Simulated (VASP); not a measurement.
Crystal: Al7GaN8.

```xyz
16
Lattice="0.0000 0.0000 -4.9976 3.1234 5.4099 0.0000 3.1234 -5.4099 0.0000" Properties=species:S:1:pos:R:3 pbc="T T T"
Ga    1.5617   -0.9016    0.0000
Al    3.1234   -3.6066    0.0000
Al    3.1234    1.8033    0.0000
Al    4.6851   -0.9016    0.0000
Al    3.1234   -1.8033   -2.4988
Al    1.5617    0.9016   -2.4988
Al    4.6851    0.9016   -2.4988
Al    3.1234    3.6066   -2.4988
N     1.5617   -0.9016   -3.0985
N     3.1234   -3.6066   -3.0985
N     3.1234    1.8033   -3.0985
N     4.6851   -0.9016   -3.0985
N     3.1234   -1.8033   -0.5997
N     1.5617    0.9016   -0.5997
N     4.6851    0.9016   -0.5997
N     3.1234    3.6066   -0.5997
```

| Quantity | Value |
| --- | --- |
| Program | VASP 6.6.1 |
| Task | relaxation of cell and atoms |
| Functional | PBEsol |
| Potentials or basis | VASP PAW PBE potentials, release 64 (Ga_d, Al, N) |
| Cutoff | 600 eV |
| k mesh | 4 × 6 × 6 |
| Occupations | gaussian, width 0.1 eV |
| Spin | no spin polarisation |

At the start: pressure 0.4 GPa; volume 10.56 Å³/atom.

Problem. How do energy, volume and symmetry change on relaxing?

Solution. Over 5 steps the energy falls by 5.4 meV/atom and the volume is 10.56 Å³/atom (+0.1 %); space group P3m1 (No. 156, to 0.1 Å) before and after.

The path:
```tsv
step	energy change (eV)	largest force (eV/Å)	pressure (GPa)	volume (Å³)
1	0.0000	1.1078	0.37	168.89
2	-0.0742	0.2877	-0.44	169.49
3	-0.0798	0.2157	-0.31	169.36
4	-0.0854	0.0731	0.17	168.93
5	-0.0858	0.0470	0.06	169.02
```

Final structure:
```cif
data_structure
_symmetry_space_group_name_H-M 'P 1'
_symmetry_Int_Tables_number 1
_cell_length_a 5.0104
_cell_length_b 6.2412
_cell_length_c 6.2412
_cell_angle_alpha 120.000
_cell_angle_beta 90.000
_cell_angle_gamma 90.000
_cell_volume 169.02
loop_
_atom_site_label
_atom_site_type_symbol
_atom_site_fract_x
_atom_site_fract_y
_atom_site_fract_z
_atom_site_occupancy
Ga1 Ga 0.00015 0.16667 0.33333 1
Al1 Al 0.00011 0.16618 0.83309 1
Al2 Al 0.00011 0.66691 0.33382 1
Al3 Al 0.00011 0.66691 0.83309 1
Al4 Al 0.50071 0.33402 0.66804 1
Al5 Al 0.50071 0.33402 0.16598 1
Al6 Al 0.50071 0.83333 0.66667 1
Al7 Al 0.50071 0.83196 0.16598 1
N1 N 0.61013 0.16667 0.33333 1
N2 N 0.62013 0.16642 0.83321 1
N3 N 0.62013 0.66679 0.33358 1
N4 N 0.62013 0.66679 0.83321 1
N5 N 0.12226 0.33685 0.67370 1
N6 N 0.12226 0.33685 0.16315 1
N7 N 0.11939 0.83333 0.66667 1
N8 N 0.12226 0.82630 0.16315 1
```

Caveat: the PAW data sets were made with another functional, which shifts forces and pressure a little; the relaxation stopped at a loose force limit of 0.05 eV/Å, so its end isn't a converged minimum.
